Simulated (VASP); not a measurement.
A run of VASP 6.6.1:

The input INCAR:

```
SYSTEM = AlC18
PREC     = Accurate       ! precision mode
ENCUT    = 520            ! plane-wave cutoff, eV
EDIFF    = 1E-7           ! SCF threshold, eV
ISMEAR   = 0              ! smearing method
SIGMA    = 0.05           ! smearing width, eV
LREAL    = Auto         
LASPH    = .True.         ! aspherical terms in the spheres
NELM     = 150            ! most SCF steps
ALGO     = Normal         ! electronic algorithm
ISIF     = 2              ! what is computed and relaxed
LWAVE    = .False.        ! write WAVECAR
LCHARG   = .False.        ! write CHGCAR
ISPIN    = 2              ! spin polarisation
MAGMOM   = 0 0 0 0 0 0 0 0 0 0 0 0 0 0 0 0 0 0 0 ! initial moments
LORBIT   = 11             ! projections on sites
GGA      = PE             ! functional
IVDW     = 12             ! dispersion correction
NBANDS   = 56             ! bands
```

Contents of KPOINTS:

```
regular mesh
0
Gamma
  2 2 1
  0 0 0
```

Contents of POSCAR:

```
AlC18
1.0
    7.3980000000      0.0000000000      0.0000000000
   -3.6990000000      6.4068560000      0.0000000000
    0.0000000000      0.0000000000     11.0000000000
C Al
18 1
Direct
    0.0020605085      0.0008528364      0.0890498182
    0.2258095299      0.1129632069      0.0882430000
    0.0030313760      0.3338548580      0.0892123636
    0.2252519557      0.4449716054      0.0891460000
    0.0023234552      0.6659353667      0.0897482727
    0.2256130129      0.7773160502      0.0891075455
    0.3377219272      0.0009591288      0.0883110909
    0.5598688783      0.1122681702      0.0888145455
    0.3370269723      0.3351612710      0.0887688182
    0.5586271830      0.4449886184      0.0891206364
    0.3368848556      0.6666834716      0.0893198182
    0.5586036297      0.7782878217      0.0892234545
    0.6697248725      0.0005167901      0.0891640909
    0.8913938296      0.1121745205      0.0892790909
    0.6697298017      0.3338799873      0.0891167273
    0.8915252940      0.4441435862      0.0896622727
    0.6688597788      0.6667752483      0.0896537273
    0.8906718798      0.7774835270      0.0897186364
    0.1522564114     -0.0660732815      0.2873856364
```

Potentials or basis: VASP PAW PBE potentials, release 64 (C, Al).

The run is started by

```bash
$ cat potpaw_PBE.64/C/POTCAR potpaw_PBE.64/Al/POTCAR > POTCAR
$ mpirun -np 1 vasp_std > vasp.out
```

Hardware: 1 thread of Intel(R) Xeon(R) 6975P-C (Granite Rapids), on a shared host.

Q: How long does it take, and how much memory?

A: Run time: 5.3 min on 1 thread of Intel(R) Xeon(R) 6975P-C (Granite Rapids), on a shared host, peak memory 0.79 GiB. Counts: scf iterations 24, k points 4.
